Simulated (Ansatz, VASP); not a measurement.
# B in VASP and in Ansatz

The input POSCAR:

```
B
1.0
    2.3461100000      0.0000000000      0.0000000000
    0.0000000000      2.3461100000      0.0000000000
    0.0000000000      0.0000000000      1.5857900000
B
1
Direct
    0.5000000000      0.5000000000      0.5000000000
```

INCAR.step1

```
SYSTEM = B
  ALGO = Normal
  EDIFF = 1E-5
  ENCUT = 600
  GGA = PE
  ISMEAR = -1
  LASPH = .True.
  LCHARG = .False.
  LREAL = .False.
  LWAVE = .True.
  NBANDS = 8
  NELM = 100
  PREC = Accurate
  SIGMA = 0.05
```

File INCAR.step2:

```
SYSTEM = B
  AEXX = 0.25
  ALGO = Normal
  EDIFF = 1E-7
  EDIFFG = -0.01
  ENCUT = 600
  GGA = PS
  HFSCREEN = 0.207
  IBRION = 2
  ISIF = 3
  ISMEAR = -1
  ISTART = 1
  LASPH = .True.
  LCHARG = .False.
  LHFCALC = .True.
  LREAL = .False.
  LWAVE = .False.
  NELM = 100
  NSW = 60
  PREC = Accurate
  PRECFOCK = Normal
  SIGMA = 0.05
```

Contents of KPOINTS:

```
k-points
0
Gamma
  6 6 8
  0 0 0
```

input

```
crystal:
  lattice:
    - [2.34611, 0.0, 0.0]
    - [0.0, 2.34611, 0.0]
    - [0.0, 0.0, 1.58579]
  atoms:
    - { symbol: B, position: [0.5, 0.5, 0.5] }
hamiltonian:
  xc:
    exchange: hjs_pbesol
    correlation: pbesol
    exx: { coeff: 0.25, omega: 0.207 }
  pseudopotentials: { kind: paw }
kpoints:
  mp_grid: { grid: [6, 6, 8] }
scf:
  occupations: { method: fermi_dirac, width: 0.05 }
output:
  forces: true
  stress: true
  eigenvalues: true
relax:
  f_tol: 0.01
  max_steps: 40
  cell: { stress_tol: 0.05 }
```

Alike in both runs: task relaxation of cell and atoms; functional PBEsol-based screened hybrid; k mesh 6 × 6 × 8; occupations fermi-dirac, width 0.05 eV; no spin polarisation.

|  | VASP | Ansatz |
| --- | --- | --- |
| version | VASP 6.6.1 | Ansatz 0.2.0 |
| potentials or method | VASP PAW PBE potentials, release 64 (B) | Ansatz PAW |
| plane-wave cutoff (eV) | 600 | 420 |
| valence electrons in the cell | 3 | 3 |

```csv
,VASP,Ansatz,Ansatz less VASP
"gap on the k mesh at the Fermi level, each at its own relaxed structure (eV)",none,none,-
relaxed volume (Å³/atom),8.55,8.56,+0.014
relaxed cell length with the largest relative difference (Å),2.327,2.329,+0.0020
```

VASP's potentials were made for PBE, not for PBEsol-based screened hybrid. A gap of «none» marks a metal or a gap that the smearing closes.

The k mesh is coarse, so the values compare programs but aren't converged. Noted on Ansatz's run: the plane-wave basis is chosen anew once the cell has moved, so the energies of steps on either side of that aren't comparable.
